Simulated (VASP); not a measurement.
# K2AlRu4 (P6/mmm) in VASP: relaxation of cell and atoms with PBE

Aim: the relaxation of cell and atoms of K2AlRu4 with PBE.

Everything below comes from runs of VASP 6.6.1. Logs are shortened: lines on timing, memory, paths and dates and some standing lists are left out, and cuts for length are marked.

## 1. The cell of the first run

The structure is hexagonal, space group P6/mmm (No. 191). Conventional cell: a = 4.447 Å, b = 4.447 Å, c = 8.560 Å, α = 90.00°, β = 90.00°, γ = 120.00°. K (site symmetry -6m2) has 3 K at 2.57 Å and 2 Ru at 3.09 Å within 3.4 Å. Al (site symmetry 6/mmm) has 12 Ru at 2.83 Å within 3.7 Å. Ru (site symmetry 3m) has 4 Ru at 2.39 to 2.57 Å and 3 Al at 2.83 Å and 1 K at 3.09 Å within 3.2 Å.

The cell was generated, and may not be a known phase.

## 2. Relaxation of cell and atoms, PBE

INCAR

```
PREC = Accurate ; ENCUT = 600
EDIFF = 1E-6 ; ISMEAR = 0
SIGMA = 0.1 ; LREAL = F
LASPH = T ; NELM = 60
ALGO = Fast ; ISIF = 3
LWAVE = F ; LCHARG = F
GGA = PE ; IBRION = 2
NSW = 100 ; EDIFFG = -0.01
```

KPOINTS

```
regular mesh
0
Gamma
  12 12 4
```

POSCAR

```
K2AlRu4
1.0
    4.4473831987      0.0000000000      0.0000000000
   -2.2236915994      3.8515468305      0.0000000000
    0.0000000000      0.0000000000      8.5603781884
K Al Ru
2 1 4
Direct
    0.3333333333      0.6666666667      0.5000000000
    0.6666666667      0.3333333333      0.5000000000
    0.0000000000      0.0000000000      0.0000000000
    0.3333333333      0.6666666667      0.1395993134
    0.6666666667      0.3333333333      0.1395993134
    0.6666666667      0.3333333333      0.8604006866
    0.3333333333      0.6666666667      0.8604006866
```

Potentials or basis: VASP PAW PBE potentials, release 64 (K_sv, Al, Ru_pv).

The run is started by

```sh
$ cat potpaw_PBE.64/K_sv/POTCAR potpaw_PBE.64/Al/POTCAR potpaw_PBE.64/Ru_pv/POTCAR > POTCAR
$ mpirun -np 1 vasp_std > vasp.out
```

OUTCAR:

```text
PREC = Accurate
   ENCUT = 600
   EDIFF = 1E-6
   ISMEAR = 0
   LREAL = F
   LASPH = T
   NELM = 60
   ISIF = 3
   GGA = PE
   IBRION = 2
   NSW = 100
   EDIFFG = -0.01

 ion  position               nearest neighbor table
   1  0.333  0.667  0.500-   2 2.57   2 2.57   2 2.57   7 3.09   4 3.09
   2  0.667  0.333  0.500-   1 2.57   1 2.57   1 2.57   6 3.09   5 3.09
   3  0.000  0.000  0.000-   4 2.83   5 2.83   6 2.83   7 2.83   5 2.83   6 2.83   4 2.83   7 2.83
                             5 2.83   6 2.83   4 2.83   7 2.83
   4  0.333  0.667  0.140-   7 2.39   5 2.57   5 2.57   5 2.57   3 2.83   3 2.83   3 2.83   1 3.09

   5  0.667  0.333  0.140-   6 2.39   4 2.57   4 2.57   4 2.57   3 2.83   3 2.83   3 2.83   2 3.09

   6  0.667  0.333  0.860-   5 2.39   7 2.57   7 2.57   7 2.57   3 2.83   3 2.83   3 2.83   2 3.09

   7  0.333  0.667  0.860-   4 2.39   6 2.57   6 2.57   6 2.57   3 2.83   3 2.83   3 2.83   1 3.09

  LATTYP: Found a hexagonal cell.
 ALAT       =     4.4473831987
 C/A-ratio  =     1.9248123685

  Lattice vectors:

 A1 = (   4.4473831987,   0.0000000000,   0.0000000000)
 A2 = (  -2.2236915994,   3.8515468305,   0.0000000000)
 A3 = (   0.0000000000,   0.0000000000,   8.5603781884)

Analysis of symmetry for initial positions (statically):
=====================================================================
 Subroutine PRICEL returns:
 Original cell was already a primitive cell.

 Routine SETGRP: Setting up the symmetry group for a
 hexagonal supercell.

 Subroutine GETGRP returns: Found 24 space group operations
 (whereof 24 operations were pure point group operations)
 out of a pool of 24 trial point group operations.

The static configuration has the point symmetry D_6h.

Analysis of symmetry for dynamics (positions and initial velocities):
=====================================================================
 Subroutine PRICEL returns:
 Original cell was already a primitive cell.

 Routine SETGRP: Setting up the symmetry group for a
 hexagonal supercell.

 Subroutine GETGRP returns: Found 24 space group operations
 (whereof 24 operations were pure point group operations)
 out of a pool of 24 trial point group operations.

The dynamic configuration has the point symmetry D_6h.

 Subroutine INISYM returns: Found 24 space group operations
 (whereof 24 operations are pure point group operations),
 and found     1 'primitive' translations

----------------------------------------------------------------------------------------

                                     Primitive cell

  volume of cell :     146.6333

  direct lattice vectors                    reciprocal lattice vectors
     4.447383199  0.000000000  0.000000000     0.224851324  0.129817972  0.000000000
    -2.223691599  3.851546830  0.000000000     0.000000000  0.259635945  0.000000000
     0.000000000  0.000000000  8.560378188     0.000000000  0.000000000  0.116817269

  length of vectors
     4.447383199  4.447383199  8.560378188     0.259635945  0.259635945  0.116817269

  position of ions in fractional coordinates (direct lattice)
     0.333333333  0.666666667  0.500000000
     0.666666667  0.333333333  0.500000000
     0.000000000  0.000000000  0.000000000
     0.333333333  0.666666667  0.139599313
     0.666666667  0.333333333  0.139599313
     0.666666667  0.333333333  0.860400687
     0.333333333  0.666666667  0.860400687

  ion indices of the primitive-cell ions
   primitive index   ion index
                 1           1
                 2           2
                 3           3
                 4           4
                 5           5
                 6           6
                 7           7

----------------------------------------------------------------------------------------

 KPOINTS: regular mesh

Automatic generation of k-mesh.
 Grid dimensions read from file:
 generate k-points for:   12   12    4

 Generating k-lattice:

  Cartesian coordinates                     Fractional coordinates (reciprocal lattice)
     0.018737610  0.010818164  0.000000000     0.083333333  0.000000000  0.000000000
     0.000000000  0.021636329  0.000000000     0.000000000  0.083333333  0.000000000
     0.000000000  0.000000000  0.029204317     0.000000000  0.000000000  0.250000000

  Length of vectors
     0.021636329  0.021636329  0.029204317

  Shift w.r.t. Gamma in fractional coordinates (k-lattice)
     0.000000000  0.000000000  0.000000000

 Subroutine IBZKPT returns following result:
 ===========================================

 Found     57 irreducible k-points:

 Following reciprocal coordinates:
            Coordinates               Weight
  0.000000  0.000000  0.000000      1.000000
  0.083333 -0.000000  0.000000      6.000000
  0.166667 -0.000000  0.000000      6.000000
  0.250000 -0.000000  0.000000      6.000000
  0.333333 -0.000000  0.000000      6.000000
  0.416667 -0.000000  0.000000      6.000000
[... 16 lines left out ...]
  0.250000 -0.000000  0.250000     12.000000
  0.333333 -0.000000  0.250000     12.000000
 [... further k-points ...]
   k-points           NKPTS =     57   k-points in BZ     NKDIM =     57   number of bands    NBANDS=     46
   number of dos      NEDOS =    301   number of ions     NIONS =      7
   total plane-waves  NPLWV =  90720
   dimension x,y,z NGX =    36 NGY =   36 NGZ =   70
   dimension x,y,z NGXF=    72 NGYF=   72 NGZF=  140
   ions per type =               2   1   4
   NGX,Y,Z   is equivalent  to a cutoff of  13.46, 13.46, 13.59 a.u.
   NGXF,Y,Z  is equivalent  to a cutoff of  26.91, 26.91, 27.19 a.u.
 SYSTEM =  unknown system
   PREC   = accura    normal or accurate (medium, high low for compatibility)
   ISTART =      0    job   : 0-new  1-cont  2-samecut
   ICHARG =      2    charge: 1-file 2-atom 10-const
   ISPIN  =      1    spin polarized calculation?
   LNONCOLLINEAR =      F non collinear calculations
   LSORBIT =      F    spin-orbit coupling
   LASPH  =      T    aspherical Exc in radial PAW
   ENCUT  =  600.0 eV  44.10 Ry    6.64 a.u.   8.88  8.88 17.10*2*pi/ulx,y,z
   NELM   =     60;   NELMIN=  2; NELMDL= -5     # of ELM steps
   EDIFF  = 0.1E-05   stopping-criterion for ELM
   LREAL  =      F    real-space projection
   EDIFFG = -.1E-01   stopping-criterion for IOM
   NSW    =    100    number of steps for IOM
   IBRION =      2    ionic relax: 0-MD 1-quasi-New 2-CG
   NFREE  =      1    steps in history (QN), initial steepest desc. (CG)
   ISIF   =      3    stress and relaxation
   ISYM   =      2    0-nonsym 1-usesym 2-fastsym
   POTIM  = 0.5000    time-step for ionic-motion
   TEBEG  =    0.0;   TEEND  =   0.0 temperature during run
   PSTRESS=    0.0 pullay stress
   NELECT =      77.0000    total number of electrons
   NUPDOWN=      -1.0000    fix difference up-down
   EMIN   =  10.00;   EMAX   =-10.00  energy-range for DOS
   EFERMI =   0.00;   METHOD = LEGACY
   ISMEAR =     0;   SIGMA  =   0.10  broadening in eV -4-tet -1-fermi 0-gaus
   EFERMI_NEDOS =   21; number of points for ismear=-14 and -15
   IALGO  =     68    algorithm
   IMIX   =      4    mixing-type and parameters
     AMIX     =   0.40;   BMIX     =  1.00
     AMIX_MAG =   1.60;   BMIX_MAG =  1.00
  volume/ion in A,a.u.               =      20.95       141.36
  Fermi-wavevector in a.u.,A,eV,Ry     =   1.320771  2.495895 23.734492  1.744436
  Thomas-Fermi vector in A             =   2.450573
   LORBIT       =      0    0 simple, 1 ext, 2 COOP (PROOUT), +10 PAW based schemes
   GGA     = PE    functional components
   LHFCALC =     F    Hartree Fock is set to
   AEXX    =    0.0000 exact exchange contribution
   IVDW    =     0    specifies the selected vdW correction
   LEPSILON=     F    determine dielectric tensor
   LRPA    =     F    only Hartree local field effects (RPA)
 conjugate gradient relaxation of ions
 non-spin polarized calculation
 RMM-DIIS sequential band-by-band and
 Gauss-broadening in eV      SIGMA  =   0.10
  energy-cutoff  :      600.00
  volume of cell :      146.63
 maximum number of plane-waves:      4944
 NGX is ok and might be reduce to    36
   NGX = 17   NGY = 17   NGZ = 35

--------------------------------------- Ionic step        1  -------------------------------------------

 number of electron      76.9999989 magnetization

 Free energy of the ion-electron system (eV)
  ---------------------------------------------------
  ext. energy  EPLUGINS =         0.00000000
  ---------------------------------------------------
  free energy    TOTEN  =       -37.75704311 eV

  energy without entropy =      -37.73820952  energy(sigma->0) =      -37.74762631

------------------------ aborting loop because EDIFF is reached ----------------------------------------

  FORCE on cell =-STRESS in cart. coord.  units (eV):
  Direction    XX          YY          ZZ          XY          YZ          ZX
  --------------------------------------------------------------------------------------
  -------------------------------------------------------------------------------------
  Total        0.9028275      0.9028275     -1.6873152     -0.0000000      0.0000000      0.0000000
  in kB        9.8646729      9.8646729    -18.4363144     -0.0000000      0.0000000      0.0000000
  external PRESSURE =       0.4310105 kB  Pullay stress =       0.0000000 kB
[... 231 lines left out ...]
  energy  without entropy=      -37.7540324377  energy(sigma->0) =      -37.76241422

--------------------------------------- Ionic step        7  -------------------------------------------

 number of electron      76.9999993 magnetization

 Free energy of the ion-electron system (eV)
  ---------------------------------------------------
  ext. energy  EPLUGINS =         0.00000000
  ---------------------------------------------------
  free energy    TOTEN  =       -37.77094680 eV

  energy without entropy =      -37.75431634  energy(sigma->0) =      -37.76263157

 E-fermi :   6.2230     XC(G=0): -10.3925

 val. band max:        6.2210068252   @ k =   0.4167   0.1667   0.2500
 cond. band min:       6.2232297900   @ k =   0.2500   0.0833   0.0000
 fundamental gap:      0.0022229648
 Fermi energy:         6.2229810294

 k-point     1 :       0.0000    0.0000    0.0000
  band No.  band energies     occupation
      1     -37.0093      2.00000
      2     -36.8633      2.00000
      3     -36.6993      2.00000
      4     -36.6993      2.00000
      5     -36.5868      2.00000
      6     -36.5868      2.00000
[... 1165 lines left out ...]
     45       7.9831      0.00000
     46       8.0491      0.00000

 [... further k-points ...]

------------------------ aborting loop because EDIFF is reached ----------------------------------------

  FORCE on cell =-STRESS in cart. coord.  units (eV):
  Direction    XX          YY          ZZ          XY          YZ          ZX
  --------------------------------------------------------------------------------------
  -------------------------------------------------------------------------------------
  Total       -0.0137967     -0.0137967     -0.0392640      0.0000000      0.0000000      0.0000000
  in kB       -0.1506532     -0.1506532     -0.4287438      0.0000000      0.0000000      0.0000000
  external PRESSURE =      -0.2433501 kB  Pullay stress =       0.0000000 kB
[... 22 lines left out ...]
  FREE ENERGIE OF THE ION-ELECTRON SYSTEM (eV)
  ---------------------------------------------------
  free  energy   TOTEN  =       -37.7709467995 eV

  energy  without entropy=      -37.7543163380  energy(sigma->0) =      -37.76263157

 reached required accuracy - stopping structural energy minimisation
```

Run time: 20 min. Hardware: 1 thread of Intel Xeon 6975P-C (Granite Rapids), shared host; peak memory 0.57 GiB.

Results:

```yaml
Free_energy: -37.7709 eV
Relaxed_volume: 20.96 Å³/atom
Relaxed_cell: a = 4.471 Å, b = 4.471 Å, c = 8.475 Å, α = 90.00°, β = 90.00°, γ = 120.00°
Space_group_after_relaxing_to_0.1_Å: P6/mmm (No. 191)
Energy_gained_by_relaxing: 2.0 meV/atom
Ionic_steps: 7
Pressure_after_relaxing: 0.0 GPa
Largest_force_after_relaxing: 0.006 eV/Å
Band_gap_on_the_k_mesh: zero (an odd number of electrons rules out a gap without spin polarisation)
```

Forces on the atoms (eV/Å):
```
K    0.000  0.000  0.000
K    0.000  0.000  0.000
Al   0.000  0.000  0.000
Ru   0.000  0.000  0.006
Ru   0.000  0.000  0.006
Ru   0.000  0.000 -0.006
Ru   0.000  0.000 -0.006
```

The path:
```
step  energy change (eV)  largest force (eV/Å)  pressure (GPa)  volume (Å³)
   1              0.0000                0.1833            0.04       146.63
   2             -0.0089                0.2588            0.42       146.74
   3             -0.0125                0.0922            0.28       146.71
   4             -0.0129                0.0194           -0.43       147.44
   5             -0.0134                0.0285           -0.12       147.13
   6             -0.0138                0.0169           -0.07       146.92
   7             -0.0139                0.0060           -0.02       146.73
```

Final structure:
```xyz
7
Lattice="4.4712 0.0000 0.0000 -2.2356 3.8722 0.0000 0.0000 0.0000 8.4748" Properties=species:S:1:pos:R:3 pbc="T T T"
K     0.0000    2.5814    4.2374
K     2.2356    1.2907    4.2374
Al    0.0000    0.0000    0.0000
Ru    0.0000    2.5814    1.1823
Ru    2.2356    1.2907    1.1823
Ru    2.2356    1.2907    7.2925
Ru    0.0000    2.5814    7.2925
```
